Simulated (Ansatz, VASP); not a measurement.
## W in VASP and in Ansatz

Contents of INCAR:

```
PREC = Accurate
ENCUT = 520
EDIFF = 1E-6
ISMEAR = -1
SIGMA = 0.4
LREAL = False
LASPH = True
NELM = 80
ALGO = Fast
ISIF = 2
LWAVE = False
LCHARG = False
GGA = PE
NBANDS = 13
```

Contents of KPOINTS:

```
regular mesh
0
Gamma
  20 20 20
```

POSCAR

```
W
1.0
   -1.5174350000      1.5174350000      1.6771650000
    1.5174350000     -1.5174350000      1.6771650000
    1.5174350000      1.5174350000     -1.6771650000
W
1
Direct
    0.0000000000      0.0000000000      0.0000000000
```

Input for Ansatz:

```yaml
crystal:
  lattice:
    - [-1.517435, 1.517435, 1.677165]
    - [1.517435, -1.517435, 1.677165]
    - [1.517435, 1.517435, -1.677165]
  atoms:
    - { symbol: W, position: [0.0, 0.0, 0.0] }
basis:
  ecutwfc: 420
kpoints:
  mp_grid: { grid: [20, 20, 20] }
hamiltonian:
  xc: pbe
scf:
  occupations: { method: fermi_dirac, width: 0.4 }
output:
  forces: true
  stress: true
  eigenvalues: true
```

Change from the starting cell: strain -0.050 along x and y, +0.050 along z, atoms carried along.

Alike in both runs: task single point; functional PBE; k mesh 20 × 20 × 20; occupations fermi-dirac, width 0.4 eV; no spin polarisation.

|  | VASP | Ansatz |
| --- | --- | --- |
| version | VASP 6.6.1 | Ansatz 0.2.0 |
| potentials or method | VASP PAW PBE potentials, release 64 (W_sv), cutoff 520 eV | scalar-relativistic, plane waves, PAW |
| valence electrons in the cell | 14 | 14 |

VASP gave:

* gap on the k mesh at the Fermi level (eV): none
* pressure (GPa): 17.9
* traceless stress, the component that is largest in VASP (GPa): -15.68

Task: What did Ansatz give for the same quantities?

Result: gap on the k mesh at the Fermi level (eV): none; pressure (GPa): 17.2; traceless stress, the component that is largest in VASP (GPa): -15.68.

A gap of «none» marks a metal or a gap that the smearing closes. The functional is the same, so the differences come from potentials, cutoffs and numerics.

Neither program's run includes spin-orbit coupling.
